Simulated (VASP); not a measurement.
**Fe3Co: single point with PBEsol**

Fe3Co:

```
CELL_PARAMETERS angstrom
3.82630 0.00000 0.00000
0.00000 3.82630 0.00000
0.00000 0.00000 2.68906
ATOMIC_POSITIONS crystal
Fe 0.50000 0.50000 0.00000
Fe 0.50000 0.00000 0.50000
Fe 0.00000 0.50000 0.50000
Co 0.00000 0.00000 0.00000
```

```
Program             : VASP 6.6.1
Task                : single point
Functional          : PBEsol
Potentials or basis : VASP PAW PBE potentials, release 64 (Fe, Co)
Cutoff              : 520 eV
k mesh              : 10 × 10 × 14
Occupations         : gaussian, width 0.1 eV
Spin                : collinear spin, ferromagnetic start
Starting moments    : [4.0, 4.0, 4.0, 3.0] μB
```

| Quantity | Value |
| --- | --- |
| Pressure | 30.1 GPa |
| Net moment | 8.48 μB per cell |
| Site moments | Fe +2.03, +2.34 (each value once); Co +1.65 μB |
| Valence electrons inside the program's atomic spheres | Fe 7.63, 7.57 (each value once); Co 8.56 |

Stress tensor (GPa, compression positive):
```
29.87  0.00  0.00
 0.00 29.87  0.00
 0.00  0.00 30.59
```

Levels at points of the mesh, in eV from the Fermi level:
Spin up:
```csv
k point,band 17,band 18,band 19,band 20,band 21,band 22,band 23,band 24,band 25,band 26
"(0.00, 0.00, 0.00)",-0.21,-0.21,-0.02,0.06,0.06,0.46,0.46,8.10,8.24,10.48
"(0.50, 0.00, 0.00)",-1.54,-1.43,-1.26,-1.09,-0.17,0.41,5.36,5.41,8.41,8.82
"(0.50, 0.50, 0.00)",-1.58,-1.50,-1.41,-1.41,-0.08,0.15,0.21,0.21,18.35,18.38
"(0.00, 0.00, 0.50)",-1.32,-1.17,-1.06,-1.02,0.23,0.29,9.22,9.24,9.25,9.25
"(0.50, 0.00, 0.50)",-1.28,-0.93,-0.77,-0.55,2.20,2.37,2.59,2.67,11.71,11.73
"(0.50, 0.50, 0.50)",-0.04,0.00,0.12,0.12,0.28,0.31,0.31,0.58,7.91,8.31
```
Spin down:
| k point | band 8 | band 9 | band 10 | band 11 | band 12 | band 13 | band 14 | band 15 | band 16 | band 17 |
| --- | --- | --- | --- | --- | --- | --- | --- | --- | --- | --- |
| (0.00, 0.00, 0.00) | -1.15 | -1.08 | -1.08 | 0.33 | 0.33 | 0.66 | 0.75 | 1.07 | 1.39 | 1.63 |
| (0.50, 0.00, 0.00) | -1.74 | -1.66 | -1.28 | -1.09 | -0.43 | 0.03 | 0.41 | 0.45 | 0.47 | 0.82 |
| (0.50, 0.50, 0.00) | -1.58 | -1.31 | -1.03 | -1.03 | -0.41 | -0.41 | -0.38 | -0.38 | -0.35 | 0.40 |
| (0.00, 0.00, 0.50) | -2.57 | -1.92 | -1.55 | -0.81 | -0.81 | -0.42 | -0.42 | 0.21 | 0.74 | 0.96 |
| (0.50, 0.00, 0.50) | -2.43 | -2.34 | -1.93 | -1.88 | -1.82 | 0.42 | 0.74 | 0.80 | 1.11 | 1.19 |
| (0.50, 0.50, 0.50) | -2.45 | 0.19 | 0.40 | 0.40 | 0.54 | 0.58 | 0.60 | 1.11 | 1.11 | 1.50 |

Run time: 5.7 min on 1 thread of Intel Xeon 6975P-C, with other jobs on the host, peak memory 0.37 GiB.

Caveat: the cell stands under pressure; the PAW data sets were made with another functional, which shifts forces and pressure a little.
